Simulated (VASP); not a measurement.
# HfC (R-3m) in VASP: notebook, part 2 of 2

VASP 6.6.1.

## 3. Electric field gradients, LDA (equal xy, yz and zx shear strains of -1 %)

INCAR

```
ALGO = Normal ; EDIFF = 1E-8
ENCUT = 520 ; GGA = CA
ISIF = 2 ; ISMEAR = -1
LASPH = T ; LCHARG = F
LEFG = T ; LREAL = F
LWAVE = F ; NBANDS = 14
NELM = 60 ; PREC = Accurate
SIGMA = 0.05
```

KPOINTS

```
k-points
0
Gamma
  12 12 12
```

POSCAR

```
HfC
1.0
   -0.0232500000      2.3133750000      2.3133750000
    2.3133750000     -0.0232500000      2.3133750000
    2.3133750000      2.3133750000     -0.0232500000
Hf C
1 1
Direct
    0.5000000000      0.5000000000      0.5000000000
    0.0000000000      0.0000000000      0.0000000000
```

Potentials or basis: VASP PAW LDA potentials, release 64 (Hf_pv, C).

Run with:

```bash
$ cat potpaw_LDA.64/Hf_pv/POTCAR potpaw_LDA.64/C/POTCAR > POTCAR
$ mpirun -np 1 vasp_std > vasp.out
```

OUTCAR:

```text
EDIFF = 1E-8
   ENCUT = 520
   GGA = CA
   ISIF = 2
   ISMEAR = -1
   LASPH = T
   LREAL = F
   NELM = 60
   PREC = Accurate

 ion  position               nearest neighbor table
   1  0.500  0.500  0.500-   2 2.33   2 2.33   2 2.33   2 2.33   2 2.33   2 2.33
   2  0.000  0.000  0.000-   1 2.33   1 2.33   1 2.33   1 2.33   1 2.33   1 2.33

  LATTYP: Found a trigonal (rhomboedric) cell.
 ALAT       =     3.2716889130
 COS(alpha) =     0.4899250057

  Lattice vectors:

 A1 = (  -0.0232500000,   2.3133750000,   2.3133750000)
 A2 = (   2.3133750000,  -0.0232500000,   2.3133750000)
 A3 = (   2.3133750000,   2.3133750000,  -0.0232500000)

Analysis of symmetry for initial positions (statically):
=====================================================================
 Subroutine PRICEL returns:
 Original cell was already a primitive cell.

 Routine SETGRP: Setting up the symmetry group for a
 trigonal (rhombohedral) supercell.

 Subroutine GETGRP returns: Found 12 space group operations
 (whereof 12 operations were pure point group operations)
 out of a pool of 12 trial point group operations.

The static configuration has the point symmetry D_3d.

Analysis of symmetry for dynamics (positions and initial velocities):
=====================================================================
 Subroutine PRICEL returns:
 Original cell was already a primitive cell.

 Routine SETGRP: Setting up the symmetry group for a
 trigonal (rhombohedral) supercell.

 Subroutine GETGRP returns: Found 12 space group operations
 (whereof 12 operations were pure point group operations)
 out of a pool of 12 trial point group operations.

The dynamic configuration has the point symmetry D_3d.
[... 551 lines left out ...]
      6       3.0678      2.00000
      7       3.2309      2.00000
      8       9.9302      0.00000
      9      10.7356      0.00000
     10      11.0618      0.00000
     11      14.4595      0.00000
     12      15.8888      0.00000
     13      16.6607      0.00000
     14      18.6686      0.00000

 [... further k-points ...]

------------------------ aborting loop because EDIFF is reached ----------------------------------------

  FORCE on cell =-STRESS in cart. coord.  units (eV):
  Direction    XX          YY          ZZ          XY          YZ          ZX
  --------------------------------------------------------------------------------------
  -------------------------------------------------------------------------------------
  Total       -1.8090766     -1.8090766     -1.8090766      0.2664673      0.2664673      0.2664673
  in kB     -115.3191307   -115.3191307   -115.3191307     16.9858913     16.9858913     16.9858913
  external PRESSURE =    -115.3191307 kB  Pullay stress =       0.0000000 kB

 VOLUME and BASIS-vectors are now :
 -----------------------------------------------------------------------------
  energy-cutoff  :      520.00
  volume of cell :       25.13
      direct lattice vectors                 reciprocal lattice vectors
    -0.023250000  2.313375000  2.313375000    -0.212903118  0.215064571  0.215064571
     2.313375000 -0.023250000  2.313375000     0.215064571 -0.212903118  0.215064571
     2.313375000  2.313375000 -0.023250000     0.215064571  0.215064571 -0.212903118

 POSITION                                       TOTAL-FORCE (eV/Angst)
 -----------------------------------------------------------------------------------
      2.30175      2.30175      2.30175         0.000000      0.000000     -0.000000
      0.00000      0.00000      0.00000        -0.000000     -0.000000      0.000000
 -----------------------------------------------------------------------------------
    total drift:                                0.000000     -0.000000      0.000000

  FREE ENERGIE OF THE ION-ELECTRON SYSTEM (eV)
  ---------------------------------------------------
  free  energy   TOTEN  =       -22.8481051739 eV

  energy  without entropy=      -22.8457018556  energy(sigma->0) =      -22.84690351

 Electric field gradients (V/A^2)
---------------------------------------------------------------------
 ion       V_xx      V_yy      V_zz      V_xy      V_xz      V_yz
---------------------------------------------------------------------
   1      -0.000     0.000     0.000     0.659     0.659     0.659
   2      -0.000    -0.000    -0.000     0.103     0.103     0.103
---------------------------------------------------------------------

 Electric field gradients after diagonalization (V/A^2)
 (convention: |V_zz| > |V_xx| > |V_yy|)
----------------------------------------------------------------------
 ion       V_xx      V_yy      V_zz     asymmetry (V_yy - V_xx)/ V_zz
----------------------------------------------------------------------
   1      -0.659    -0.659     1.319       0.000
   2      -0.103    -0.103     0.205       0.000
----------------------------------------------------------------------

           NMR quadrupolar parameters

 Cq : quadrupolar parameter    Cq=e*Q*V_zz/h
 eta: asymmetry parameters     (V_yy - V_xx)/ V_zz
 Q  : nuclear electric quadrupole moment in mb (millibarn)
----------------------------------------------------------------------
 ion       Cq(MHz)       eta       Q (mb)
----------------------------------------------------------------------
   1       0.003       0.000       1.000
   2       0.000       0.000       1.000
----------------------------------------------------------------------
```

OSZICAR:

```text
N       E                     dE             d eps       ncg     rms          rms(c)
DAV:   1     0.213472741278E+02    0.21347E+02   -0.77420E+03  5300   0.979E+02
DAV:   2    -0.244370965927E+02   -0.45784E+02   -0.42807E+02  6916   0.199E+02
DAV:   3    -0.260225413889E+02   -0.15854E+01   -0.15796E+01  6444   0.268E+01
DAV:   4    -0.260299874133E+02   -0.74460E-02   -0.74455E-02  6280   0.227E+00
DAV:   5    -0.260300353816E+02   -0.47968E-04   -0.47968E-04  6486   0.164E-01    0.580E+01
DAV:   6    -0.229636528405E+02    0.30664E+01   -0.12541E+01  6096   0.183E+01    0.415E+01
DAV:   7    -0.228735520667E+02    0.90101E-01   -0.65766E-01  6726   0.533E+00    0.253E+01
DAV:   8    -0.228574216676E+02    0.16130E-01   -0.11152E-01  6654   0.223E+00    0.670E+00
DAV:   9    -0.228485453255E+02    0.88763E-02   -0.33442E-02  5994   0.969E-01    0.209E+00
DAV:  10    -0.228481110309E+02    0.43429E-03   -0.18547E-03  6556   0.308E-01    0.756E-02
DAV:  11    -0.228481058793E+02    0.51515E-05   -0.98411E-05  6114   0.795E-02    0.636E-02
DAV:  12    -0.228481055030E+02    0.37636E-06   -0.18103E-06  6748   0.108E-02    0.294E-02
DAV:  13    -0.228481051720E+02    0.33100E-06   -0.80377E-07  6126   0.470E-03    0.712E-04
DAV:  14    -0.228481051739E+02   -0.19602E-08   -0.31651E-08  6432   0.134E-03
   1 F= -.22848105E+02 E0= -.22846904E+02  d E =-.240332E-02
```

Run time: 32 s. Hardware: 1 thread of Intel Xeon Platinum 8488C (Sapphire Rapids), shared host; peak memory 0.18 GiB.

What came out:

```
Free energy            : -22.8481 eV
Pressure               : -11.5 GPa
Band gap on the k mesh : zero (band 7 reaches 6.94 eV, above the bottom of band 8 at 5.50 eV)
```

Stress tensor (GPa, compression positive):
```
-11.53   1.70   1.70
  1.70 -11.53   1.70
  1.70   1.70 -11.53
```

Electric field gradients, principal values (V/Å²):
| atom | least | middle | greatest (by size) |
| --- | --- | --- | --- |
| 1 Hf | -0.659 | -0.659 | 1.319 |
| 2 C | -0.103 | -0.103 | 0.205 |

Caveat: the cell differs from its parent crystal (equal xy, yz and zx shear strains of -1 %); without QUAD_EFG the Cq values of the log hold for a quadrupole moment of 1 mb, not for the nuclei; spin-orbit coupling is left out, which moves the levels of the heavy elements.

## 4. Electric field gradients, LDA (equal xy, yz and zx shear strains of +1 %)

INCAR

```
PREC = Accurate
ENCUT = 520
EDIFF = 1E-8
ISMEAR = -1
SIGMA = 0.05
LREAL = False
LASPH = True
NELM = 100
ALGO = Normal
ISIF = 2
LWAVE = False
LCHARG = False
GGA = CA
LEFG = True
NBANDS = 14
```

KPOINTS

```
Automatic mesh
0
Gamma
  12 12 12
```

POSCAR

```
HfC
1.0
    0.0232500000      2.3366250000      2.3366250000
    2.3366250000      0.0232500000      2.3366250000
    2.3366250000      2.3366250000      0.0232500000
Hf C
1 1
Direct
    0.5000000000      0.5000000000      0.5000000000
    0.0000000000      0.0000000000      0.0000000000
```

Potentials or basis: VASP PAW LDA potentials, release 64 (Hf_pv, C).

Run with:

```bash
$ cat potpaw_LDA.64/Hf_pv/POTCAR potpaw_LDA.64/C/POTCAR > POTCAR
$ mpirun -np 1 vasp_std > vasp.out
```

OUTCAR:

```text
PREC = Accurate
   ENCUT = 520
   EDIFF = 1E-8
   ISMEAR = -1
   LREAL = False
   LASPH = True
   NELM = 100
   ISIF = 2
   GGA = CA

 ion  position               nearest neighbor table
   1  0.500  0.500  0.500-   2 2.33   2 2.33   2 2.33   2 2.33   2 2.33   2 2.33
   2  0.000  0.000  0.000-   1 2.33   1 2.33   1 2.33   1 2.33   1 2.33   1 2.33

  LATTYP: Found a trigonal (rhomboedric) cell.
 ALAT       =     3.3045685564
 COS(alpha) =     0.5099250056

  Lattice vectors:

 A1 = (   0.0232500000,   2.3366250000,   2.3366250000)
 A2 = (   2.3366250000,   0.0232500000,   2.3366250000)
[... 621 lines left out ...]
  free  energy   TOTEN  =       -22.8480402467 eV

  energy  without entropy=      -22.8456228816  energy(sigma->0) =      -22.84683156

 Electric field gradients (V/A^2)
---------------------------------------------------------------------
 ion       V_xx      V_yy      V_zz      V_xy      V_xz      V_yz
---------------------------------------------------------------------
   1      -0.000    -0.000     0.000    -0.357    -0.357    -0.357
   2       0.000    -0.000    -0.000    -0.084    -0.084    -0.084
---------------------------------------------------------------------

 Electric field gradients after diagonalization (V/A^2)
 (convention: |V_zz| > |V_xx| > |V_yy|)
----------------------------------------------------------------------
 ion       V_xx      V_yy      V_zz     asymmetry (V_yy - V_xx)/ V_zz
----------------------------------------------------------------------
   1       0.357     0.357    -0.713       0.000
   2       0.084     0.084    -0.169       0.000
----------------------------------------------------------------------

           NMR quadrupolar parameters

 Cq : quadrupolar parameter    Cq=e*Q*V_zz/h
 eta: asymmetry parameters     (V_yy - V_xx)/ V_zz
 Q  : nuclear electric quadrupole moment in mb (millibarn)
----------------------------------------------------------------------
 ion       Cq(MHz)       eta       Q (mb)
----------------------------------------------------------------------
   1      -0.002       0.000       1.000
   2      -0.000       0.000       1.000
----------------------------------------------------------------------
```

It took 53 s on 1 thread of Intel Xeon Platinum 8488C (Sapphire Rapids), shared host; peak memory 0.2 GiB.

What came out:

```yaml
Free_energy: -22.8480 eV
Pressure: -11.5 GPa
Band_gap_on_the_k_mesh: zero (band 7 reaches 6.91 eV, above the bottom of band 8 at 5.49 eV)
```

Electric field gradients, principal values (V/Å²):
| atom | least | middle | greatest (by size) |
| --- | --- | --- | --- |
| 1 Hf | 0.357 | 0.357 | -0.713 |
| 2 C | 0.084 | 0.084 | -0.169 |

Caveat: the cell differs from its parent crystal (equal xy, yz and zx shear strains of +1 %); without QUAD_EFG the Cq values of the log hold for a quadrupole moment of 1 mb, not for the nuclei; spin-orbit coupling is left out, which moves the levels of the heavy elements.

## 5. Summary

```csv
cell,gap on the mesh (eV),pressure (GPa)
"a = 3.255 Å, angles 61.3°, 2 atoms",none,-11.5
"a = 3.272 Å, angles 60.7°, 2 atoms",none,-11.5
"a = 3.305 Å, angles 59.3°, 2 atoms",none,-11.5
```

Alike in all rows: task electric field gradients; level LDA; potentials or basis VASP PAW LDA potentials, release 64 (Hf_pv, C); no spin polarisation; k mesh 12 × 12 × 12; cutoff (eV) 520; smearing fermi-dirac 0.05 eV.

Caveats: spin-orbit coupling is left out, which moves the levels of the heavy elements.

Total energies depend on the potentials used, so only differences within one code and one set of settings carry meaning.
